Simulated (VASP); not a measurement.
# Nb2Si2O (I4/mmm) in VASP: a series of runs

The runs below take Nb2Si2O through single point, relaxation of cell and atoms, with PBE.

Program: VASP 6.6.1. These are calculated values, not measurements. Logs are shortened: lines on timing, memory, paths and dates and some standing lists are left out, and cuts for length are marked.

**1. The cell of the first run**

It takes space group I4/mmm (No. 139, tetragonal). The conventional cell has a = 5.115 Å, b = 5.115 Å, c = 6.273 Å, α = 90.00°, β = 90.00°, γ = 90.00°. Nb (site symmetry -4m2) has 4 Si at 2.57 Å and 4 O at 3.00 Å and 2 Nb at 3.14 Å within 3.4 Å. Si (site symmetry 4mm) has 1 O at 1.78 Å within 2.4 Å. Within 2.4 Å of O (site symmetry 4/mmm) lie 2 Si at 1.78 Å.

The cell was built from a structure type or drawn by symmetry, and may not be a known phase.

**2. Single point, PBE**

The input, INCAR:

```
PREC = Accurate
ENCUT = 520
EDIFF = 1E-6
ISMEAR = 0
SIGMA = 0.1
LREAL = F
LASPH = T
NELM = 80
ALGO = Normal
ISIF = 2
LWAVE = F
LCHARG = T
GGA = PE
LELF = T
LVHAR = T
NBANDS = 28
```

The input, KPOINTS:

```
Automatic mesh
0
Gamma
  10 10 10
```

The input, POSCAR:

```
Nb2Si2O
1.0
   -2.5575812937      2.5575812937      3.1364289935
    2.5575812937     -2.5575812937      3.1364289935
    2.5575812937      2.5575812937     -3.1364289935
Nb Si O
2 2 1
Direct
    0.7500000000      0.2500000000      0.5000000000
    0.2500000000      0.7500000000      0.5000000000
    0.2834927438      0.2834927438      0.0000000000
    0.7165072562      0.7165072562      0.0000000000
    0.0000000000      0.0000000000      0.0000000000
```

Potentials or basis: VASP PAW PBE potentials, release 64 (Nb_sv, Si, O).

On the command line:

```
cat potpaw_PBE.64/Nb_sv/POTCAR potpaw_PBE.64/Si/POTCAR potpaw_PBE.64/O/POTCAR > POTCAR
mpirun -np 1 vasp_std > vasp.out
```

OUTCAR:

```text
PREC = Accurate
   ENCUT = 520
   EDIFF = 1E-6
   ISMEAR = 0
   LREAL = F
   LASPH = T
   NELM = 80
   ISIF = 2
   GGA = PE

 ion  position               nearest neighbor table
   1  0.750  0.250  0.500-   3 2.57   4 2.57   3 2.57   4 2.57
   2  0.250  0.750  0.500-   3 2.57   4 2.57   3 2.57   4 2.57
   3  0.283  0.283  0.000-   5 1.78   2 2.57   1 2.57   2 2.57   1 2.57   4 2.72
   4  0.717  0.717  0.000-   5 1.78   1 2.57   2 2.57   1 2.57   2 2.57   3 2.72
   5  0.000  0.000  0.000-   3 1.78   4 1.78

  LATTYP: Found a body centered tetragonal cell.
 ALAT       =     5.1151625874
 C/A-ratio  =     1.2263262174

  Lattice vectors:

 A1 = (  -2.5575812937,   2.5575812937,   3.1364289935)
 A2 = (   2.5575812937,  -2.5575812937,   3.1364289935)
 A3 = (   2.5575812937,   2.5575812937,  -3.1364289935)

Analysis of symmetry for initial positions (statically):
=====================================================================
 Subroutine PRICEL returns:
 Original cell was already a primitive cell.

 Routine SETGRP: Setting up the symmetry group for a
 body centered tetragonal supercell.

 Subroutine GETGRP returns: Found 16 space group operations
 (whereof 16 operations were pure point group operations)
 out of a pool of 16 trial point group operations.

The static configuration has the point symmetry D_4h.

Analysis of symmetry for dynamics (positions and initial velocities):
=====================================================================
 Subroutine PRICEL returns:
 Original cell was already a primitive cell.

 Routine SETGRP: Setting up the symmetry group for a
 body centered tetragonal supercell.

 Subroutine GETGRP returns: Found 16 space group operations
 (whereof 16 operations were pure point group operations)
 out of a pool of 16 trial point group operations.

The dynamic configuration has the point symmetry D_4h.

 Subroutine INISYM returns: Found 16 space group operations
 (whereof 16 operations are pure point group operations),
 and found     1 'primitive' translations

----------------------------------------------------------------------------------------

                                     Primitive cell

  volume of cell :      82.0643

  direct lattice vectors                    reciprocal lattice vectors
    -2.557581294  2.557581294  3.136428994     0.000000000  0.195497207  0.159416968
     2.557581294 -2.557581294  3.136428994     0.195497207  0.000000000  0.159416968
     2.557581294  2.557581294 -3.136428994     0.195497207  0.195497207  0.000000000

  length of vectors
     4.787445141  4.787445141  4.787445141     0.252255679  0.252255679  0.276474802

  position of ions in fractional coordinates (direct lattice)
     0.750000000  0.250000000  0.500000000
     0.250000000  0.750000000  0.500000000
     0.283492744  0.283492744  0.000000000
     0.716507256  0.716507256  0.000000000
     0.000000000  0.000000000  0.000000000

  ion indices of the primitive-cell ions
   primitive index   ion index
                 1           1
                 2           2
                 3           3
                 4           4
                 5           5

----------------------------------------------------------------------------------------

 KPOINTS: Automatic mesh

Automatic generation of k-mesh.
 Grid dimensions read from file:
 generate k-points for:   10   10   10

 Generating k-lattice:

  Cartesian coordinates                     Fractional coordinates (reciprocal lattice)
     0.000000000  0.019549721  0.015941697     0.100000000  0.000000000  0.000000000
     0.019549721  0.000000000  0.015941697     0.000000000  0.100000000  0.000000000
     0.019549721  0.019549721  0.000000000     0.000000000  0.000000000  0.100000000

  Length of vectors
     0.025225568  0.025225568  0.027647480

  Shift w.r.t. Gamma in fractional coordinates (k-lattice)
     0.000000000  0.000000000  0.000000000

 Subroutine IBZKPT returns following result:
 ===========================================

 Found    102 irreducible k-points:

 Following reciprocal coordinates:
            Coordinates               Weight
  0.000000  0.000000  0.000000      1.000000
  0.100000  0.000000  0.000000      8.000000
  0.200000  0.000000  0.000000      8.000000
  0.300000  0.000000 -0.000000      8.000000
  0.400000  0.000000 -0.000000      8.000000
  0.500000  0.000000 -0.000000      4.000000
[... 16 lines left out ...]
  0.300000  0.300000  0.000000      8.000000
  0.400000  0.300000 -0.000000     16.000000
 [... further k-points ...]
   k-points           NKPTS =    102   k-points in BZ     NKDIM =    102   number of bands    NBANDS=     28
   number of dos      NEDOS =    301   number of ions     NIONS =      5
   total plane-waves  NPLWV =  46656
   dimension x,y,z NGX =    36 NGY =   36 NGZ =   36
   dimension x,y,z NGXF=    72 NGYF=   72 NGZF=   72
   ions per type =               2   2   1
[... 28 lines left out ...]
   EFERMI_NEDOS =   21; number of points for ismear=-14 and -15
   IALGO  =     38    algorithm
   IMIX   =      4    mixing-type and parameters
     AMIX     =   0.40;   BMIX     =  1.00
     AMIX_MAG =   1.60;   BMIX_MAG =  1.00
  volume/ion in A,a.u.               =      16.41       110.76
  Fermi-wavevector in a.u.,A,eV,Ry     =   1.288378  2.434682 22.584562  1.659918
  Thomas-Fermi vector in A             =   2.420336
   LORBIT       =      0    0 simple, 1 ext, 2 COOP (PROOUT), +10 PAW based schemes
   GGA     = PE    functional components
   LHFCALC =     F    Hartree Fock is set to
   AEXX    =    0.0000 exact exchange contribution
   IVDW    =     0    specifies the selected vdW correction
   LEPSILON=     F    determine dielectric tensor
   LRPA    =     F    only Hartree local field effects (RPA)
 non-spin polarized calculation
 Gauss-broadening in eV      SIGMA  =   0.10
  energy-cutoff  :      520.00
  volume of cell :       82.06
 maximum number of plane-waves:      2243
   NGX = 17   NGY = 17   NGZ = 17

 number of electron      40.0000007 magnetization

 Free energy of the ion-electron system (eV)
  ---------------------------------------------------
  ext. energy  EPLUGINS =         0.00000000
  ---------------------------------------------------
  free energy    TOTEN  =       -36.15065696 eV

  energy without entropy =      -36.13676342  energy(sigma->0) =      -36.14371019

 E-fermi :   8.4958     XC(G=0): -11.1435

 val. band max:        8.4780539341   @ k =   0.0000   0.0000   0.0000
 cond. band min:       8.4983278757   @ k =   0.2000   0.0000   0.0000
 fundamental gap:      0.0202739416
 Fermi energy:         8.4957842334

 k-point     1 :       0.0000    0.0000    0.0000
  band No.  band energies     occupation
      1     -46.6224      2.00000
      2     -46.5763      2.00000
      3     -22.9132      2.00000
      4     -22.6827      2.00000
      5     -22.6827      2.00000
      6     -22.6267      2.00000
[... 20 lines left out ...]
     27      11.7591      0.00000
     28      11.7591      0.00000

 k-point     2 :       0.1000    0.0000    0.0000
  band No.  band energies     occupation
      1     -46.6213      2.00000
      2     -46.5774      2.00000
      3     -22.9049      2.00000
      4     -22.6820      2.00000
      5     -22.6815      2.00000
      6     -22.6289      2.00000
[... 20 lines left out ...]
     27      11.6934      0.00000
     28      11.7907      0.00000

 k-point     3 :       0.2000    0.0000    0.0000
  band No.  band energies     occupation
      1     -46.6180      2.00000
      2     -46.5806      2.00000
      3     -22.8806      2.00000
      4     -22.6797      2.00000
      5     -22.6780      2.00000
      6     -22.6350      2.00000
[... 20 lines left out ...]
     27      11.7301      0.00000
     28      11.9089      0.00000

 k-point     4 :       0.3000    0.0000   -0.0000
  band No.  band energies     occupation
      1     -46.6128      2.00000
      2     -46.5857      2.00000
      3     -22.8424      2.00000
      4     -22.6757      2.00000
      5     -22.6723      2.00000
      6     -22.6440      2.00000
[... 578 lines left out ...]
     27      11.8572      0.00000
     28      12.4784      0.00000

 k-point    23 :       0.3000    0.3000    0.0000
  band No.  band energies     occupation
      1     -46.6024      2.00000
      2     -46.5959      2.00000
      3     -22.8005      2.00000
      4     -22.7271      2.00000
      5     -22.6792      2.00000
      6     -22.6767      2.00000
[... 20 lines left out ...]
     27      11.9585      0.00000
     28      14.5301      0.00000

 k-point    24 :       0.4000    0.3000   -0.0000
  band No.  band energies     occupation
      1     -46.6081      2.00000
      2     -46.5901      2.00000
      3     -22.8508      2.00000
      4     -22.7342      2.00000
      5     -22.6886      2.00000
      6     -22.6307      2.00000
[... 20 lines left out ...]
     27      12.0605      0.00000
     28      14.4671      0.00000

 [... further k-points ...]
[... 5 lines left out ...]
  --------------------------------------------------------------------------------------
  -------------------------------------------------------------------------------------
  Total       -0.1167196     -0.1167196     -0.0044582      0.0000000      0.0000000      0.0000000
  in kB       -2.2787683     -2.2787683     -0.0870392      0.0000000      0.0000000      0.0000000
  external PRESSURE =      -1.5481919 kB  Pullay stress =       0.0000000 kB

 VOLUME and BASIS-vectors are now :
 -----------------------------------------------------------------------------
  energy-cutoff  :      520.00
  volume of cell :       82.06
      direct lattice vectors                 reciprocal lattice vectors
    -2.557581294  2.557581294  3.136428994     0.000000000  0.195497207  0.159416968
     2.557581294 -2.557581294  3.136428994     0.195497207  0.000000000  0.159416968
     2.557581294  2.557581294 -3.136428994     0.195497207  0.195497207  0.000000000

 POSITION                                       TOTAL-FORCE (eV/Angst)
 -----------------------------------------------------------------------------------
      0.00000      2.55758      1.56821        -0.000000     -0.000000     -0.000000
      2.55758      0.00000      1.56821        -0.000000     -0.000000      0.000000
      0.00000      0.00000      1.77831         0.000000      0.000000      0.014907
      0.00000      0.00000      4.49455         0.000000      0.000000     -0.014907
      0.00000      0.00000      0.00000        -0.000000     -0.000000      0.000000
 -----------------------------------------------------------------------------------
    total drift:                               -0.000000      0.000000     -0.000000

  FREE ENERGIE OF THE ION-ELECTRON SYSTEM (eV)
  ---------------------------------------------------
  free  energy   TOTEN  =       -36.1506569569 eV

  energy  without entropy=      -36.1367634228  energy(sigma->0) =      -36.14371019
```

Wall time 2.5 min (1 thread of Intel Xeon 6975P-C (Granite Rapids), shared host); peak memory 0.34 GiB.

What came out:

```
Free energy            : -36.1507 eV
Pressure               : -0.2 GPa
Largest force          : 0.015 eV/Å
Band gap on the k mesh : zero (bands 20 and 21 overlap by 0.63 eV)
```

Forces in eV/Å, atoms in the order of the input:
```
Nb   0.000  0.000  0.000
Nb   0.000  0.000  0.000
Si   0.000  0.000  0.015
Si   0.000  0.000 -0.015
O    0.000  0.000  0.000
```

Levels at points of the mesh, in eV from the Fermi level:
```tsv
k point	band 16	band 17	band 18	band 19	band 20	band 21	band 22	band 23	band 24	band 25
(0.00, 0.00, 0.00)	-2.33	-1.68	-1.68	-0.53	-0.53	-0.02	0.88	1.97	1.97	2.14
(0.50, 0.00, 0.00)	-2.59	-1.40	-0.86	-0.50	0.03	0.09	0.42	0.76	0.93	2.58
(0.50, 0.50, 0.00)	-2.30	-2.12	-2.10	-1.58	-1.35	0.11	1.82	2.04	2.14	2.14
(0.50, 0.50, 0.50)	-1.56	-1.51	-1.51	-0.92	0.32	1.08	1.08	1.40	1.40	2.22
```

**3. Relaxation of cell and atoms, PBE**

This run uses another cell than the first one, of 14.07 Å³/atom.

The input, INCAR:

```
SYSTEM = Nb2Si2O
PREC = Accurate
ENCUT = 600
EDIFF = 1E-7
ISMEAR = 0
SIGMA = 0.1
LREAL = .False.
LASPH = .True.
NELM = 60
ALGO = Normal
ISIF = 3
LWAVE = .False.
LCHARG = .False.
GGA = PE
IBRION = 2
NSW = 90
EDIFFG = -0.04
```

The input, KPOINTS:

```
Automatic mesh
0
Gamma
  6 6 6
  0 0 0
```

The input, POSCAR:

```
Nb2Si2O
1.0
   -1.8585939100      1.8585939100      5.0904363500
    1.8585939100     -1.8585939100      5.0904363500
    1.8585939100      1.8585939100     -5.0904363500
Nb Si O
2 2 1
Direct
    0.7500000000      0.2500000000      0.5000000000
    0.2500000000      0.7500000000      0.5000000000
    0.3750000000      0.3750000000      0.0000000000
    0.6250000000      0.6250000000      0.0000000000
    0.0000000000      0.0000000000      0.0000000000
```

Potentials or basis: VASP PAW PBE potentials, release 64 (Nb_sv, Si, O).

On the command line:

```
cat potpaw_PBE.64/Nb_sv/POTCAR potpaw_PBE.64/Si/POTCAR potpaw_PBE.64/O/POTCAR > POTCAR
mpirun -np 1 vasp_std > vasp.out
```

Wall time 41 min (1 thread of Intel Xeon 6975P-C (Granite Rapids), shared host); peak memory 0.42 GiB.

Results (log left out):

* Free energy: -35.8773 eV
* Relaxed volume: 16.02 Å³/atom
* Relaxed cell: a = 4.755 Å, b = 4.755 Å, c = 4.755 Å, α = 115.82°, β = 115.82°, γ = 97.40°
* Space group after relaxing (to 0.1 Å): I4/mmm (No. 139)
* Energy gained by relaxing: 1639.4 meV/atom
* Ionic steps: 35
* Pressure after relaxing: 0.4 GPa
* Largest force after relaxing: 0.017 eV/Å
* Band gap on the k mesh: zero (bands 20 and 21 overlap by 0.71 eV)

Forces in eV/Å, atoms in the order of the input:
```
Nb   0.000  0.000  0.000
Nb   0.000  0.000  0.000
Si   0.000  0.000 -0.017
Si   0.000  0.000  0.017
O    0.000  0.000  0.000
```

Step by step:
```tsv
step	energy change (eV)	largest force (eV/Å)	pressure (GPa)	volume (Å³)
1	0.0000	9.5408	62.77	70.34
2	2.3983	10.5877	-15.63	142.14
3	-5.1001	1.0453	-5.03	94.94
4	-5.1739	0.3913	-2.28	92.52
5	-5.1856	0.0010	-0.50	91.14
6	-5.1843	0.1294	-1.10	91.59
7	-5.2296	0.5973	-0.05	91.00
8	-5.3117	2.4734	3.47	89.06
9	-5.3196	2.5185	3.53	89.04
10	-5.3438	2.6565	3.74	88.97
11	-5.3930	2.9465	4.14	88.81
12	-5.4836	3.5932	4.88	88.43
13	-5.5816	5.1993	6.17	87.41
14	-5.0986	10.4718	9.43	84.29
15	-5.5103	6.2779	6.79	86.97
16	-5.5394	6.3062	6.64	86.97
17	-5.6170	6.4152	6.16	86.94
18	-5.7232	6.7401	5.15	86.77
19	-5.7233	7.9878	3.02	85.93
20	-5.9674	6.8897	1.48	86.07
21	-6.4897	4.5813	-2.53	86.41
22	-7.0661	2.5538	-8.44	86.70
23	-7.6082	1.4301	-11.51	85.63
24	-7.4786	2.3232	-12.39	86.32
25	-7.5880	2.0832	-12.52	86.02
26	-7.6043	1.9673	-12.38	85.92
27	-7.9117	1.5180	-8.03	83.12
28	-8.1416	0.7215	0.60	78.79
29	-8.1454	0.5847	2.20	78.12
30	-8.1454	0.6157	1.84	78.27
31	-8.1608	0.5281	1.37	78.66
32	-8.1865	0.3130	0.07	79.84
33	-8.1889	0.2476	-0.37	80.29
34	-8.1936	0.1716	-0.13	80.22
35	-8.1972	0.0165	0.36	80.10
```

Final structure:
```yaml
crystal:
  lattice:
    - [-2.52597, 2.52597, 3.13830]
    - [2.52597, -2.52597, 3.13830]
    - [2.52597, 2.52597, -3.13830]
  atoms:
    - { symbol: Nb, position: [0.75000, 0.25000, 0.50000] }
    - { symbol: Nb, position: [0.25000, 0.75000, 0.50000] }
    - { symbol: Si, position: [0.28663, 0.28663, 0.00000] }
    - { symbol: Si, position: [0.71337, 0.71337, 0.00000] }
    - { symbol: O, position: [0.00000, 0.00000, 0.00000] }
```

Levels at points of the mesh, in eV from the Fermi level:
| k point | band 17 | band 18 | band 19 | band 20 | band 21 | band 22 | band 23 | band 24 |
| --- | --- | --- | --- | --- | --- | --- | --- | --- |
| (0.00, 0.00, 0.00) | -1.76 | -1.76 | -0.53 | -0.53 | -0.03 | 0.84 | 1.95 | 1.95 |
| (0.50, 0.00, 0.00) | -1.49 | -0.95 | -0.55 | 0.01 | 0.02 | 0.39 | 0.78 | 0.93 |
| (0.50, 0.50, 0.00) | -2.25 | -2.19 | -1.57 | -1.38 | 0.12 | 1.82 | 2.13 | 2.13 |
| (0.50, 0.50, 0.50) | -1.58 | -1.58 | -1.06 | 0.30 | 0.97 | 0.97 | 1.50 | 1.50 |

Caveat: a cell axis changed by over 15 % at a fixed basis, so the end point is rough.

**4. Relaxation of cell and atoms, PBE**

The input, INCAR:

```
SYSTEM = Nb2Si2O
  PREC = Accurate
  ENCUT = 600
  EDIFF = 1E-7
  ISMEAR = 0
  SIGMA = 0.1
  LREAL = .False.
  LASPH = .True.
  NELM = 80
  ALGO = Normal
  ISIF = 3
  LWAVE = .False.
  LCHARG = .False.
  GGA = PE
  IBRION = 2
  NSW = 100
  EDIFFG = -0.01
```

The input, KPOINTS:

```
regular mesh
0
Gamma
  10 10 10
  0 0 0
```

The input, POSCAR:

```
Nb2Si2O
1.0
   -2.5577347030      2.5577347030      3.1404075868
    2.5577347030     -2.5577347030      3.1404075868
    2.5577347030      2.5577347030     -3.1404075868
Nb Si O
2 2 1
Direct
    0.7500000000      0.2500000000      0.5000000000
    0.2500000000      0.7500000000      0.5000000000
    0.2836698020      0.2836698020      0.0000000000
    0.7163301980      0.7163301980      0.0000000000
    0.0000000000      0.0000000000      0.0000000000
```

On the command line:

```
cat potpaw_PBE.64/Nb_sv/POTCAR potpaw_PBE.64/Si/POTCAR potpaw_PBE.64/O/POTCAR > POTCAR
mpirun -np 1 vasp_std > vasp.out
```

It took 8 min on 1 thread of Intel Xeon 6975P-C (Granite Rapids), shared host; peak memory 0.41 GiB.

Results (log left out):

- Free energy: -36.1532 eV
- Relaxed volume: 16.39 Å³/atom
- Relaxed cell: a = 4.785 Å, b = 4.785 Å, c = 4.785 Å, α = 115.43°, β = 115.43°, γ = 98.11°
- Space group after relaxing (to 0.1 Å): I4/mmm (No. 139)
- Energy gained by relaxing: 0.1 meV/atom
- Ionic steps: 5
- Pressure after relaxing: 0.0 GPa
- Largest force after relaxing: 0.009 eV/Å
- Band gap on the k mesh: zero (bands 20 and 21 overlap by 0.63 eV)

Forces in eV/Å, atoms in the order of the input:
```
Nb   0.000  0.000  0.000
Nb   0.000  0.000  0.000
Si   0.000  0.000  0.009
Si   0.000  0.000 -0.009
O    0.000  0.000  0.000
```

The path:
```tsv
step	energy change (eV)	largest force (eV/Å)	pressure (GPa)	volume (Å³)
1	0.0000	0.0167	-0.38	82.18
2	0.0000	0.0465	0.40	81.71
3	-0.0003	0.0145	0.00	81.95
4	-0.0003	0.0138	0.00	81.95
5	-0.0003	0.0088	-0.01	81.94
```

Final structure:
```cif
data_structure
_symmetry_space_group_name_H-M 'P 1'
_symmetry_Int_Tables_number 1
_cell_length_a 4.7852
_cell_length_b 4.7852
_cell_length_c 4.7852
_cell_angle_alpha 115.434
_cell_angle_beta 115.434
_cell_angle_gamma 98.109
_cell_volume 81.94
loop_
_atom_site_label
_atom_site_type_symbol
_atom_site_fract_x
_atom_site_fract_y
_atom_site_fract_z
_atom_site_occupancy
Nb1 Nb 0.75000 0.25000 0.50000 1
Nb2 Nb 0.25000 0.75000 0.50000 1
Si1 Si 0.28370 0.28370 0.00000 1
Si2 Si 0.71630 0.71630 0.00000 1
O1 O 0.00000 0.00000 0.00000 1
```

Levels at points of the mesh, in eV from the Fermi level:
```tsv
k point	band 18	band 19	band 20	band 21	band 22	band 23
(0.00, 0.00, 0.00)	-1.69	-0.53	-0.53	-0.02	0.88	1.97
(0.50, 0.00, 0.00)	-0.86	-0.50	0.03	0.09	0.42	0.76
(0.50, 0.50, 0.00)	-2.11	-1.58	-1.35	0.11	1.82	2.04
(0.50, 0.50, 0.50)	-1.51	-0.92	0.32	1.08	1.08	1.41
```

**5. The runs side by side**

```csv
task,cell,k mesh,cutoff (eV),gap on the mesh (eV),pressure (GPa),relaxed volume (Å³/atom),largest force (eV/Å)
single point,"a = 4.787 Å, angles 115.4, 115.4, 98.1°, 5 atoms, atomic positions A",10 × 10 × 10,520,none,-0.2,-,0.01
relaxation of cell and atoms,"relaxed from a = 5.729 Å, angles 142.1, 142.1, 54.6°, 5 atoms, atomic positions B",6 × 6 × 6,600,none,0.4,16.02,0.02
relaxation of cell and atoms,"relaxed from a = 4.790 Å, angles 115.5, 115.5, 98.1°, 5 atoms, atomic positions A",10 × 10 × 10,600,none,0.0,16.39,0.01
```

Alike in all rows: level PBE; potentials or basis VASP PAW PBE potentials, release 64 (Nb_sv, Si, O); no spin polarisation; smearing gaussian 0.1 eV.

Caveats: a cell axis changed by over 15 % at a fixed basis, so the end point is rough (at least some runs).

Absolute energies hang on the potentials; compare differences alone.
